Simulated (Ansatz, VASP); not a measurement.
One calculation of SnO2, two programs

```
Sn O
1.0
     3.23734    1.86908    4.29084
    -3.23734    1.86908    4.29084
     0.00000   -3.73816    4.29084
Sn O
4 8
Cartesian
  -0.0176 -0.0101 11.1319
  -0.0174 -1.8792 6.8412
  -1.6361 0.9245 6.8412
  1.6011 0.9244 6.8411
  -1.5836 -0.9143 5.8504
  1.6536 -0.9142 5.8508
  0.0351 1.8892 5.8508
  0.0946 0.0546 7.8317
  0.0350 0.0202 1.5600
  0.0949 -1.8144 3.5407
  -1.5239 0.9894 3.5407
  1.7134 0.9892 3.5407
```

Change from the starting cell: mode 20 frozen in at +0.075 Å and mode 26 at -0.035 Å (largest displacements).

Alike in both runs: task single point; functional PBE; dispersion D3(BJ); k mesh 6 × 6 × 6; occupations gaussian, width 0.05 eV; no spin polarisation.

```csv
,VASP,Ansatz
version,VASP 6.6.1,Ansatz 0.2.0
potentials or method,"VASP PAW PBE potentials, release 64 (Sn_d, O), cutoff 520 eV","scalar-relativistic, plane waves, PAW"
valence electrons in the cell,104,104
```

Ansatz gave:

| Item | Value |
| --- | --- |
| gap on the k mesh at the Fermi level (eV) | 1.56 |
| least direct gap on the mesh (eV) | 1.56 |
| pressure (GPa) | 1.3 |
| traceless stress, the component that is largest in VASP (GPa) | -3.57 |
| rms of the force components (eV/Å) | 0.700 |

Task: Which values does VASP return?

Result: gap on the k mesh at the Fermi level (eV): 1.54; least direct gap on the mesh (eV): 1.54; pressure (GPa): 2.0; traceless stress, the component that is largest in VASP (GPa): -3.64; rms of the force components (eV/Å): 0.721.

Atom by atom the forces differ by 0.033 eV/Å (rms over components).
